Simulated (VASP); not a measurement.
Si:

```
Si
1.0
     3.37767    0.00000    0.00000
     0.00000    5.80151    0.00000
     0.00000    0.00000    6.11552
Si
8
Direct
  0.14397 0.56296 0.15908
  0.14397 0.93704 0.65908
  0.64397 0.06296 0.84092
  0.35603 0.93704 0.15908
  0.85603 0.06296 0.34092
  0.85603 0.43704 0.84092
  0.64397 0.43704 0.34092
  0.35603 0.56296 0.65908
```

The cell was generated, and may not be a known phase.

- Program: VASP 6.6.1
- Task: relaxation of cell and atoms
- Functional: PBE
- Potentials or basis: VASP PAW PBE potentials, release 64 (Si)
- Cutoff: 600 eV
- k mesh: 6 × 4 × 4
- Occupations: gaussian, width 0.1 eV
- Spin: no spin polarisation

At the start: pressure 33.6 GPa; volume 14.98 Å³/atom.

Task: Where does the relaxation end?

Result: Over 17 steps the energy falls by 350.4 meV/atom and the volume is 18.59 Å³/atom (+24.1 %); space group Pccn (No. 56, to 0.1 Å) before and after.

The path:
```csv
step,energy change (eV),largest force (eV/Å),pressure (GPa),volume (Å³)
1,0.0000,1.8851,33.55,119.84
2,-0.5537,1.0854,-11.61,182.40
3,-2.7191,0.5363,0.48,146.83
4,-2.7228,0.5042,1.05,145.99
5,-2.7232,0.4824,1.44,145.44
6,-2.7843,0.1053,-0.36,148.96
7,-2.7855,0.1003,-0.16,148.51
8,-2.7913,0.0651,0.02,148.38
9,-2.7916,0.0735,0.06,148.35
10,-2.7937,0.0666,-0.02,148.46
11,-2.7963,0.0533,-0.26,148.81
12,-2.7975,0.0460,-0.18,148.73
13,-2.7999,0.0510,0.03,148.47
14,-2.7987,0.1217,0.48,147.95
15,-2.8003,0.0716,0.19,148.29
16,-2.8015,0.0576,0.13,148.42
17,-2.8030,0.0244,0.00,148.74
```

Final structure:
```
Si
1.0
     3.69283    0.00000    0.00000
     0.00000    6.10775    0.00000
     0.00000    0.00000    6.59438
Si
8
Cartesian
  0.4874 3.4520 1.0280
  0.4874 5.7097 4.3252
  2.3338 0.3981 5.5664
  1.3590 5.7097 1.0280
  3.2054 0.3981 2.2692
  3.2054 2.6558 5.5664
  2.3338 2.6558 2.2692
  1.3590 3.4520 4.3252
```

Caveat: the volume moved by over 15 % at a fixed basis, so the end points are rough.
